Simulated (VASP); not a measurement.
Write the native input for VASP 6.6.1 that does the following.

| Quantity | Value |
| --- | --- |
| Task | single point |
| Functional | PBE |
| Dispersion | D3(BJ) |
| Potentials or basis | VASP PAW PBE potentials, release 64 (Sn_d, O) |
| Cutoff | 520 eV |
| k mesh | 7 × 7 × 1 |
| Occupations | gaussian, width 0.05 eV |
| Spin | no spin polarisation |
| Dipole correction | yes |
| Further INCAR settings | ALGO = Normal; EDIFF = 1e-06; NBANDS = 50 |

The structure of SnO lies in POSCAR:

```
SnO
1.0
    3.8201528543      0.0002954551      0.0000000000
   -0.0003145191      3.8201528528      0.0000000000
    0.0000000000      0.0000000000     22.2260743460
Sn O
4 4
Direct
    0.9999452911      0.9999452911      0.2024649036
    0.4999452911      0.4999452911      0.3087831466
    0.9999452911      0.4999452911      0.5202464904
    1.4999452911      0.9999452911      0.6265647333
    0.9999461074      0.4999461074      0.2556240251
    0.4999461074      0.9999461074      0.2556240251
    0.9999444748      0.9999444748      0.5734056119
    1.4999444748      0.4999444748      0.5734056119
```

This cell differs from its parent crystal: layers slid over each other.

One way to write it, as run:

INCAR

```
ALGO = Normal
DIPOL = 0.5 0.5 0.415
EDIFF = 1E-6
ENCUT = 520
GGA = PE
IDIPOL = 3
ISIF = 2
ISMEAR = 0
IVDW = 12
LASPH = T
LCHARG = F
LDIPOL = T
LREAL = F
LWAVE = F
NBANDS = 50
NELM = 100
PREC = Accurate
SIGMA = 0.05
```

KPOINTS

```
k-points
0
Gamma
  7 7 1
```

Potentials or basis: VASP PAW PBE potentials, release 64 (Sn_d, O).

The run is started by

```sh
$ cat potpaw_PBE.64/Sn_d/POTCAR potpaw_PBE.64/O/POTCAR > POTCAR
$ mpirun -np 1 vasp_std > vasp.out
```

It gave:

```
Largest force              : 0.150 eV/Å
Band gap on the k mesh     : 2.65 eV (least direct gap 2.67 eV)
Dispersion energy per atom : -0.150 eV
```

Caveat: the cell differs from its parent crystal (layers slid over each other); spin-orbit coupling is left out, which moves the levels of the heavy elements.

Wall time 5.6 min on 1 thread of Oxide Virtual Turin-like Processor, with other jobs on the host, peak memory 0.41 GiB.
